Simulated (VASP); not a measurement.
The system is Zr2O.

```
CELL_PARAMETERS angstrom
3.14803 0.00000 0.00000
-1.57402 2.72628 0.00000
0.00000 0.00000 10.97238
ATOMIC_POSITIONS crystal
Zr 0.66667 0.33333 0.89862
Zr 0.33333 0.66667 0.39862
Zr 0.66667 0.33333 0.60138
Zr 0.33333 0.66667 0.10138
O 0.00000 0.00000 0.75000
O 0.00000 0.00000 0.25000
```

| Quantity | Value |
| --- | --- |
| Program | VASP 6.6.1 |
| Task | relaxation of cell and atoms |
| Functional | PBEsol |
| Potentials or basis | VASP PAW PBE potentials, release 64 (Zr_sv, O) |
| Cutoff | 600 eV |
| k mesh | 6 × 6 × 2 |
| Occupations | gaussian, width 0.1 eV |
| Spin | no spin polarisation |

At the start: pressure 4.0 GPa; volume 15.69 Å³/atom.

Problem. Where does the relaxation end?

Solution. Over 7 steps the energy falls by 144.1 meV/atom and the volume is 15.89 Å³/atom (+1.2 %); space group P6_3/mmc (No. 194, to 0.1 Å) before and after.

Step by step:
```
step  energy change (eV)  largest force (eV/Å)  pressure (GPa)  volume (Å³)
   1              0.0000                3.2333            3.97        94.17
   2             -0.7614                0.2361           -6.54        99.57
   3             -0.7991                0.2495           -5.26        98.50
   4             -0.7723                0.5383            6.83        91.99
   5             -0.8638                0.0588           -0.16        95.42
   6             -0.8638                0.0661           -0.05        95.36
   7             -0.8647                0.0210            0.02        95.33
```

Final structure:
```
CELL_PARAMETERS angstrom
3.17708 0.00000 0.00000
-1.58854 2.75143 0.00000
0.00000 0.00000 10.90497
ATOMIC_POSITIONS crystal
Zr 0.66667 0.33333 0.88606
Zr 0.33333 0.66667 0.38606
Zr 0.66667 0.33333 0.61394
Zr 0.33333 0.66667 0.11394
O 0.00000 0.00000 0.75000
O 0.00000 0.00000 0.25000
```

Caveat: the k points lie up to 0.38 Å⁻¹ apart in the final cell, too coarse for converged energies and pressures of a metal; the PAW data sets were made with another functional, which shifts forces and pressure a little; the relaxation stopped at a loose force limit of 0.05 eV/Å, so its end isn't a converged minimum.
